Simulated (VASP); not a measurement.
Write the native input for VASP 6.6.1 that does the following.

```yaml
Task: relaxation of cell and atoms
Functional: r2SCAN
Potentials_or_basis: VASP PAW PBE potentials, release 64 (Ba_sv, Ti_sv, O)
Cutoff: 600 eV
k_mesh: 6 × 6 × 6
Occupations: gaussian, width 0.02 eV
Spin: no spin polarisation
Hubbard_terms: Ti d U = 4.0 eV
Target_pressure: 1 GPa
Dipole_correction: no
Further_INCAR_settings: ALGO = Normal; EDIFF = 1e-06; IBRION = 2; EDIFFG = -0.008; NSW = 70; ISIF = 3
```

The system is BaTiO3.

```
Ba Ti O
1.0
     3.98354    0.00000    0.00000
     0.00000    3.98354    0.00000
     0.00000    0.00000    4.03197
Ba Ti O
1 1 3
Direct
  0.50000 0.50000 0.57910
  0.00000 0.00000 0.09074
  0.00000 0.50000 0.06652
  0.50000 0.00000 0.06652
  0.00000 0.00000 0.55712
```

These files were run (other wordings do the same):

POSCAR

```
BaTiO3
1.0
    3.9835434038      0.0000000000      0.0000000000
    0.0000000000      3.9835434038      0.0000000000
    0.0000000000      0.0000000000      4.0319696590
Ba Ti O
1 1 3
Direct
    0.5000000000      0.5000000000      0.5790986923
    0.0000000000      0.0000000000      0.0907439727
    0.0000000000      0.5000000000      0.0665185034
    0.5000000000      0.0000000000      0.0665185034
    0.0000000000      0.0000000000      0.5571173182
```

INCAR.step1

```
ALGO = Normal
EDIFF = 1E-4
ENCUT = 600
GGA = PE
ISMEAR = 0
LASPH = T
LCHARG = F
LDAU = T
LDAUJ = 0 0 0
LDAUL = -1 2 -1
LDAUTYPE = 2
LDAUU = 0 4 0
LMAXMIX = 4
LREAL = F
LWAVE = T
NELM = 150
PREC = Accurate
SIGMA = 0.02
```

INCAR.step2

```
ALGO = Normal
EDIFF = 1E-6
EDIFFG = -0.008
ENCUT = 600
IBRION = 2
ISIF = 3
ISMEAR = 0
ISTART = 1
LASPH = T
LCHARG = F
LDAU = T
LDAUJ = 0 0 0
LDAUL = -1 2 -1
LDAUPRINT = 1
LDAUTYPE = 2
LDAUU = 0 4 0
LMAXMIX = 4
LMIXTAU = T
LREAL = F
LWAVE = F
METAGGA = R2SCAN
NELM = 150
NSW = 70
PREC = Accurate
PSTRESS = 10.0
SIGMA = 0.02
```

KPOINTS

```
k-points
0
Gamma
  6 6 6
```

Potentials or basis: VASP PAW PBE potentials, release 64 (Ba_sv, Ti_sv, O).

Run with:

```console
$ cat potpaw_PBE.64/Ba_sv/POTCAR potpaw_PBE.64/Ti_sv/POTCAR potpaw_PBE.64/O/POTCAR > POTCAR
$ cp INCAR.step1 INCAR
$ mpirun -np 1 vasp_std > vasp.out
$ cp INCAR.step2 INCAR
$ mpirun -np 1 vasp_std > vasp.out
```

Results of the run:

- Relaxed volume: 13.03 Å³/atom
- Relaxed cell: a = 4.023 Å, b = 4.023 Å, c = 4.024 Å, α = 90.00°, β = 90.00°, γ = 90.00°
- Space group after relaxing (to 0.1 Å): Pm-3m (No. 221)
- Energy change on relaxing (the run minimises the enthalpy): -10.4 meV/atom
- Ionic steps: 12
- Pressure after relaxing: 0.9 GPa
- Largest force after relaxing: 0.004 eV/Å
- Band gap on the k mesh: 2.62 eV (least direct gap 2.83 eV)

Caveat: the cell is relaxed towards a set pressure, so the run minimises the enthalpy, not the energy; the PAW data sets were made with another functional, which shifts forces and pressure a little; spin-orbit coupling is left out, which moves the levels of the heavy elements.

It took 26 min on 1 thread of Oxide Virtual Turin-like Processor (shared host), peak memory 0.22 GiB.
